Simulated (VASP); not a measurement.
# Os (I4/mmm) in VASP: a series of runs

Os is run at these levels: PBEsol; tasks: single point.

Everything below comes from runs of VASP 6.6.1. Logs are shortened: lines on timing, memory, paths and dates and some standing lists are left out, and cuts for length are marked.

## (1) The cell of the first run

Symmetry: I4/mmm, No. 139, tetragonal system. Conventional cell: a = 2.751 Å, b = 2.751 Å, c = 3.501 Å, α = 90.00°, β = 90.00°, γ = 90.00°. Within 3.5 Å of Os (site symmetry 4/mmm) lie 12 Os at 2.62 to 2.75 Å.

## (2) Single point, PBEsol (strain -0.1000 x Voigt [1, 0, 0, 0, 0, 0])

INCAR

```
ALGO = Normal
EDIFF = 1E-7
ENCUT = 520
GGA = PS
ISIF = 2
ISMEAR = 0
LASPH = True
LCHARG = False
LREAL = False
LWAVE = False
NBANDS = 10
NELM = 80
PREC = Accurate
SIGMA = 0.15
```

KPOINTS

```
k-points
0
Gamma
  20 20 20
```

POSCAR

```
Os
1.0
    0.0000000000      1.9450000000      1.9450000000
    1.7505000000      0.0000000000      1.9450000000
    1.7505000000      1.9450000000      0.0000000000
Os
1
Direct
    0.0000000000      0.0000000000      0.0000000000
```

Potentials or basis: VASP PAW PBE potentials, release 64 (Os).

Launch:

```sh
$ cat potpaw_PBE.64/Os/POTCAR > POTCAR
$ mpirun -np 1 vasp_std > vasp.out
```

OUTCAR:

```text
EDIFF = 1E-7
   ENCUT = 520
   GGA = PS
   ISIF = 2
   ISMEAR = 0
   LASPH = True
   LREAL = False
   NELM = 80
   PREC = Accurate

 ion  position               nearest neighbor table
   1  0.000  0.000  0.000-

  LATTYP: Found a body centered tetragonal cell.
 ALAT       =     2.7506453788
 C/A-ratio  =     1.2727922061

  Lattice vectors:

 A1 = (  -1.7505000000,   0.0000000000,  -1.9450000000)
 A2 = (  -1.7505000000,   0.0000000000,   1.9450000000)
 A3 = (   1.7505000000,   1.9450000000,   0.0000000000)

Analysis of symmetry for initial positions (statically):
=====================================================================
 Subroutine PRICEL returns:
 Original cell was already a primitive cell.

 Routine SETGRP: Setting up the symmetry group for a
 body centered tetragonal supercell.

 Subroutine GETGRP returns: Found 16 space group operations
 (whereof 16 operations were pure point group operations)
 out of a pool of 16 trial point group operations.

The static configuration has the point symmetry D_4h.

Analysis of symmetry for dynamics (positions and initial velocities):
=====================================================================
 Subroutine PRICEL returns:
 Original cell was already a primitive cell.

 Routine SETGRP: Setting up the symmetry group for a
 body centered tetragonal supercell.

 Subroutine GETGRP returns: Found 16 space group operations
 (whereof 16 operations were pure point group operations)
 out of a pool of 16 trial point group operations.

The dynamic configuration has the point symmetry D_4h.

 Subroutine INISYM returns: Found 16 space group operations
 (whereof 16 operations are pure point group operations),
 and found     1 'primitive' translations

----------------------------------------------------------------------------------------

                                     Primitive cell

  volume of cell :      13.2444

  direct lattice vectors                    reciprocal lattice vectors
     0.000000000  1.945000000  1.945000000    -0.285632676  0.257069409  0.257069409
     1.750500000  0.000000000  1.945000000     0.285632676 -0.257069409  0.257069409
     1.750500000  1.945000000  0.000000000     0.285632676  0.257069409 -0.257069409

  length of vectors
     2.750645379  2.616729877  2.616729877     0.462336877  0.462336877  0.462336877

  position of ions in fractional coordinates (direct lattice)
     0.000000000  0.000000000  0.000000000

  ion indices of the primitive-cell ions
   primitive index   ion index
                 1           1

----------------------------------------------------------------------------------------

 KPOINTS: k-points

Automatic generation of k-mesh.
 Grid dimensions read from file:
 generate k-points for:   20   20   20

 Generating k-lattice:

  Cartesian coordinates                     Fractional coordinates (reciprocal lattice)
    -0.014281634  0.012853470  0.012853470     0.050000000  0.000000000  0.000000000
     0.014281634 -0.012853470  0.012853470     0.000000000  0.050000000  0.000000000
     0.014281634  0.012853470 -0.012853470     0.000000000  0.000000000  0.050000000

  Length of vectors
     0.023116844  0.023116844  0.023116844

  Shift w.r.t. Gamma in fractional coordinates (k-lattice)
     0.000000000  0.000000000  0.000000000

 Subroutine IBZKPT returns following result:
 ===========================================

 Found    641 irreducible k-points:

 Following reciprocal coordinates:
            Coordinates               Weight
  0.000000  0.000000  0.000000      1.000000
  0.050000  0.000000  0.000000      8.000000
  0.100000  0.000000  0.000000      8.000000
  0.150000  0.000000  0.000000      8.000000
  0.200000  0.000000  0.000000      8.000000
  0.250000  0.000000  0.000000      8.000000
[... 16 lines left out ...]
 -0.400000  0.050000  0.000000     16.000000
 -0.350000  0.050000  0.000000     16.000000
 [... further k-points ...]
   k-points           NKPTS =    641   k-points in BZ     NKDIM =    641   number of bands    NBANDS=     10
   number of dos      NEDOS =    301   number of ions     NIONS =      1
   total plane-waves  NPLWV =   8000
   dimension x,y,z NGX =    20 NGY =   20 NGZ =   20
   dimension x,y,z NGXF=    40 NGYF=   40 NGZF=   40
   ions per type =               1
   NGX,Y,Z   is equivalent  to a cutoff of  12.09, 12.71, 12.71 a.u.
   NGXF,Y,Z  is equivalent  to a cutoff of  24.18, 25.41, 25.41 a.u.
 SYSTEM =  unknown system
   PREC   = accura    normal or accurate (medium, high low for compatibility)
   ISTART =      0    job   : 0-new  1-cont  2-samecut
   ICHARG =      2    charge: 1-file 2-atom 10-const
   ISPIN  =      1    spin polarized calculation?
   LNONCOLLINEAR =      F non collinear calculations
   LSORBIT =      F    spin-orbit coupling
   LASPH  =      T    aspherical Exc in radial PAW
   ENCUT  =  520.0 eV  38.22 Ry    6.18 a.u.   5.11  4.87  4.87*2*pi/ulx,y,z
   NELM   =     80;   NELMIN=  2; NELMDL= -5     # of ELM steps
   EDIFF  = 0.1E-06   stopping-criterion for ELM
   LREAL  =      F    real-space projection
   EDIFFG = 0.1E-05   stopping-criterion for IOM
   NSW    =      0    number of steps for IOM
   IBRION =     -1    ionic relax: 0-MD 1-quasi-New 2-CG
   NFREE  =      0    steps in history (QN), initial steepest desc. (CG)
   ISIF   =      2    stress and relaxation
   ISYM   =      2    0-nonsym 1-usesym 2-fastsym
   POTIM  = 0.5000    time-step for ionic-motion
   TEBEG  =    0.0;   TEEND  =   0.0 temperature during run
   PSTRESS=    0.0 pullay stress
   NELECT =       8.0000    total number of electrons
   NUPDOWN=      -1.0000    fix difference up-down
   EMIN   =  10.00;   EMAX   =-10.00  energy-range for DOS
   EFERMI =   0.00;   METHOD = LEGACY
   ISMEAR =     0;   SIGMA  =   0.15  broadening in eV -4-tet -1-fermi 0-gaus
   EFERMI_NEDOS =   21; number of points for ismear=-14 and -15
   IALGO  =     38    algorithm
   IMIX   =      4    mixing-type and parameters
     AMIX     =   0.40;   BMIX     =  1.00
     AMIX_MAG =   1.60;   BMIX_MAG =  1.00
  volume/ion in A,a.u.               =      13.24        89.38
  Fermi-wavevector in a.u.,A,eV,Ry     =   1.383867  2.615130 26.056356  1.915088
  Thomas-Fermi vector in A             =   2.508425
   LORBIT       =      0    0 simple, 1 ext, 2 COOP (PROOUT), +10 PAW based schemes
   GGA     = PS    functional components
   LHFCALC =     F    Hartree Fock is set to
   AEXX    =    0.0000 exact exchange contribution
   IVDW    =     0    specifies the selected vdW correction
   LEPSILON=     F    determine dielectric tensor
   LRPA    =     F    only Hartree local field effects (RPA)
 non-spin polarized calculation
 Gauss-broadening in eV      SIGMA  =   0.15
  energy-cutoff  :      520.00
  volume of cell :       13.24
 maximum number of plane-waves:       366
   NGX = 11   NGY =  9   NGZ =  9

 number of electron       8.0000001 magnetization

 Free energy of the ion-electron system (eV)
  ---------------------------------------------------
  ext. energy  EPLUGINS =         0.00000000
  ---------------------------------------------------
  free energy    TOTEN  =       -11.91594146 eV

  energy without entropy =      -11.90737623  energy(sigma->0) =      -11.91165885

 E-fermi :  10.0948     XC(G=0): -14.4633

 val. band max:       10.0939113854   @ k =   0.3000   0.1000   0.0000
 cond. band min:      10.0974136848   @ k =  -0.2000   0.2000   0.1000
 fundamental gap:      0.0035022995
 Fermi energy:        10.0947897144

 k-point     1 :       0.0000    0.0000    0.0000
  band No.  band energies     occupation
      1      -1.3410      2.00000
      2       6.3739      2.00000
      3       6.3739      2.00000
      4       7.8614      2.00000
      5       9.0104      2.00000
      6      10.9501      0.00000
      7      24.4752      0.00000
      8      29.1071      0.00000
      9      29.1071      0.00000
     10      33.4093      0.00000

 k-point     2 :       0.0500    0.0000    0.0000
  band No.  band energies     occupation
      1      -1.2147      2.00000
      2       6.3592      2.00000
      3       6.4293      2.00000
      4       7.8484      2.00000
      5       8.9905      2.00000
      6      10.8868      0.00000
      7      24.7141      0.00000
      8      28.9579      0.00000
      9      29.3225      0.00000
     10      32.8623      0.00000

 k-point     3 :       0.1000    0.0000    0.0000
  band No.  band energies     occupation
      1      -0.8481      2.00000
      2       6.2928      2.00000
      3       6.5657      2.00000
      4       7.8496      2.00000
      5       8.9691      2.00000
      6      10.7236      0.00000
      7      25.3728      0.00000
      8      28.3390      0.00000
      9      29.9550      0.00000
     10      32.6824      0.00000

 k-point     4 :       0.1500    0.0000    0.0000
  band No.  band energies     occupation
      1      -0.2811      2.00000
      2       6.1596      2.00000
      3       6.6902      2.00000
      4       7.9227      2.00000
      5       9.0594      2.00000
      6      10.5341      0.00003
      7      26.1527      0.00000
      8      27.4672      0.00000
      9      30.9673      0.00000
     10      33.3790      0.00000
[... 222 lines left out ...]
 k-point    22 :      -0.4500    0.0500    0.0000
  band No.  band energies     occupation
      1       1.8921      2.00000
      2       5.7508      2.00000
      3       7.5840      2.00000
      4       9.3114      2.00000
      5      12.1686      0.00000
      6      13.5823      0.00000
      7      20.0079      0.00000
      8      23.9709      0.00000
      9      30.2474      0.00000
     10      32.2774      0.00000

 k-point    23 :      -0.4000    0.0500    0.0000
  band No.  band energies     occupation
      1       1.9166      2.00000
      2       5.8479      2.00000
      3       7.6827      2.00000
      4       8.5607      2.00000
      5      11.7813      0.00000
      6      13.1886      0.00000
      7      20.8830      0.00000
      8      24.5110      0.00000
      9      30.8714      0.00000
     10      33.1728      0.00000

 k-point    24 :      -0.3500    0.0500    0.0000
  band No.  band energies     occupation
      1       1.9129      2.00000
      2       6.0123      2.00000
      3       7.4987      2.00000
      4       7.8955      2.00000
      5      11.2267      0.00000
      6      12.4892      0.00000
      7      22.0307      0.00000
      8      25.5803      0.00000
      9      32.0651      0.00000
     10      34.6417      0.00000

 [... further k-points ...]
[... 5 lines left out ...]
  --------------------------------------------------------------------------------------
  -------------------------------------------------------------------------------------
  Total        4.8545475      1.0934036      1.0934036      0.0000000      0.0000000      0.0000000
  in kB      587.2567462    132.2695154    132.2695154      0.0000000      0.0000000      0.0000000
  external PRESSURE =     283.9319257 kB  Pullay stress =       0.0000000 kB

 VOLUME and BASIS-vectors are now :
 -----------------------------------------------------------------------------
  energy-cutoff  :      520.00
  volume of cell :       13.24
      direct lattice vectors                 reciprocal lattice vectors
     0.000000000  1.945000000  1.945000000    -0.285632676  0.257069409  0.257069409
     1.750500000  0.000000000  1.945000000     0.285632676 -0.257069409  0.257069409
     1.750500000  1.945000000  0.000000000     0.285632676  0.257069409 -0.257069409

 POSITION                                       TOTAL-FORCE (eV/Angst)
 -----------------------------------------------------------------------------------
      0.00000      0.00000      0.00000         0.000000     -0.000000      0.000000
 -----------------------------------------------------------------------------------
    total drift:                                0.000000      0.000000     -0.000000

  FREE ENERGIE OF THE ION-ELECTRON SYSTEM (eV)
  ---------------------------------------------------
  free  energy   TOTEN  =       -11.9159414591 eV

  energy  without entropy=      -11.9073762346  energy(sigma->0) =      -11.91165885
```

Run time: 48 s. Hardware: 1 thread of Intel Xeon Platinum 8488C (Sapphire Rapids), shared host; peak memory 0.2 GiB.

Results:

| Item | Value |
| --- | --- |
| Free energy | -11.9159 eV |
| Pressure | 28.4 GPa |
| Band gap on the k mesh | zero (band 4 reaches 13.54 eV, above the bottom of band 5 at 8.13 eV) |

Stress tensor (GPa, compression positive):
```
58.73  0.00  0.00
 0.00 13.23  0.00
 0.00  0.00 13.23
```

Levels at points of the mesh, in eV from the Fermi level:
| k point | band 2 | band 3 | band 4 | band 5 | band 6 | band 7 |
| --- | --- | --- | --- | --- | --- | --- |
| (0.00, 0.00, 0.00) | -3.72 | -3.72 | -2.23 | -1.08 | 0.86 | 14.38 |
| (0.50, 0.00, 0.00) | -4.34 | -2.55 | -0.27 | 2.09 | 3.21 | 9.82 |
| (0.50, 0.50, 0.00) | -7.34 | 1.66 | 2.40 | 2.59 | 4.05 | 12.30 |
| (0.00, 0.50, 0.50) | -7.68 | 2.62 | 3.45 | 3.45 | 4.13 | 11.35 |

Caveat: the cell differs from its parent crystal (strain -0.1000 x Voigt [1, 0, 0, 0, 0, 0]); the PAW data sets were made with another functional, which shifts forces and pressure a little; spin-orbit coupling is left out, which moves the levels of the heavy elements.

(Part 1 of 2 ends here.)
